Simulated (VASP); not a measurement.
**Be2C: relaxation of cell and atoms with PBEsol**

Crystal: Be2C.

```
Be C
1.0
     2.15538    2.15538    0.00000
    -2.15538    2.15538    0.00000
     0.00000    2.15538    2.15538
Be C
2 1
Direct
  0.25000 0.75000 0.50000
  0.75000 0.25000 0.50000
  0.00000 0.00000 0.00000
```

```
Program                : VASP 6.6.1
Task                   : relaxation of cell and atoms
Functional             : PBEsol
Potentials or basis    : VASP PAW PBE potentials, release 64 (Be, C)
Cutoff                 : 600 eV
k mesh                 : 10 × 10 × 10
Occupations            : gaussian, width 0.01 eV
Spin                   : no spin polarisation
Target pressure        : 15 GPa
Dipole correction      : no
Further INCAR settings : ALGO = Normal; EDIFF = 1e-07; IBRION = 2; EDIFFG = -0.002; NSW = 100; ISIF = 3
```

```json
{"Relaxed volume": "6.27 Å³/atom", "Relaxed cell": "a = 2.985 Å, b = 2.985 Å, c = 2.985 Å, α = 60.00°, β = 60.00°, γ = 90.00°", "Space group after relaxing (to 0.1 Å)": "Fm-3m (No. 225)", "Energy change on relaxing (the run minimises the enthalpy)": "+18.9 meV/atom", "Ionic steps": "3", "Pressure after relaxing": "15.0 GPa", "Band gap on the k mesh": "1.09 eV (least direct gap 4.22 eV)"}
```

Step by step:
```
step  energy change (eV)  largest force (eV/Å)  pressure (GPa)  volume (Å³)
   1              0.0000                0.0000            0.56        20.03
   2              0.1112                0.0000           21.86        18.33
   3              0.0566                0.0000           15.02        18.81
```

Final structure:
```
Be C
1.0
     2.11080    2.11080    0.00000
    -2.11080    2.11080    0.00000
     0.00000    2.11080    2.11080
Be C
2 1
Direct
  0.25000 0.75000 0.50000
  0.75000 0.25000 0.50000
  0.00000 0.00000 0.00000
```

Levels at points of the mesh, in eV from the valence-band top:
| k point | band 1 | band 2 | band 3 | band 4 | band 5 | band 6 | band 7 | band 8 |
| --- | --- | --- | --- | --- | --- | --- | --- | --- |
| (0.00, 0.00, 0.00) | -15.60 | 0.00 | 0.00 | 0.00 | 4.22 | 4.22 | 4.22 | 7.56 |
| (0.50, 0.00, 0.00) | -12.52 | -9.26 | -1.96 | -1.96 | 5.09 | 5.09 | 7.85 | 10.18 |
| (0.50, 0.50, 0.00) | -11.78 | -7.06 | -5.08 | -5.08 | 1.09 | 6.26 | 14.03 | 14.03 |

It took 7.3 s on 1 thread of Intel(R) Xeon(R) 6975P-C (Granite Rapids), with other jobs on the host, peak memory 0.14 GiB.

Caveat: the cell is relaxed towards a set pressure, so the run minimises the enthalpy, not the energy; the PAW data sets were made with another functional, which shifts forces and pressure a little. A k mesh can miss the band edges.
